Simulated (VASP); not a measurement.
Write the native input for VASP 6.6.1 that does the following.

| Property | Result |
| --- | --- |
| Task | single point |
| Functional | BLYP |
| Potentials or basis | VASP PAW PBE potentials, release 64 (Pt) |
| Cutoff | 520 eV |
| k mesh | 22 × 22 × 22 |
| Occupations | fermi-dirac, width 0.1 eV |
| Spin | no spin polarisation |
| Dipole correction | no |
| Further INCAR settings | ALGO = Normal; EDIFF = 1e-07; NBANDS = 11 |

The structure of Pt lies in POSCAR:

```
Pt
1.0
    0.0000000000      2.1046982112      2.1046982112
    2.1046982112      0.0000000000      2.1046982112
    2.1046982112      2.1046982112      0.0000000000
Pt
1
Direct
    0.0000000000      0.0000000000      0.0000000000
```

This cell differs from its parent crystal: volume scaled by 1.12.

One way to write it, as run:

INCAR

```
PREC = Accurate ; ENCUT = 520
EDIFF = 1E-7 ; ISMEAR = -1
SIGMA = 0.1 ; LREAL = False
LASPH = True ; NELM = 60
ALGO = Normal ; ISIF = 2
LWAVE = False ; LCHARG = False
GGA = B5 ; ALDAX = 1.0
AGGAX = 1.0 ; AGGAC = 1.0
ALDAC = 0.0 ; NBANDS = 11
```

KPOINTS

```
regular mesh
0
Gamma
  22 22 22
```

Potentials or basis: VASP PAW PBE potentials, release 64 (Pt).

Command:

```sh
$ cat potpaw_PBE.64/Pt/POTCAR > POTCAR
$ mpirun -np 1 vasp_std > vasp.out
```

Results of the run:

| Quantity | Value |
| --- | --- |
| Pressure | -15.6 GPa |
| Band gap on the k mesh | zero (band 5 reaches 8.49 eV, above the bottom of band 6 at 6.94 eV) |

Caveat: the PAW data sets were made with another functional, which shifts forces and pressure a little; spin-orbit coupling is left out, which moves the levels of the heavy elements.

It took 42 s on 1 thread of Intel(R) Xeon(R) Platinum 8488C (Sapphire Rapids), on a shared host, peak memory 0.2 GiB.
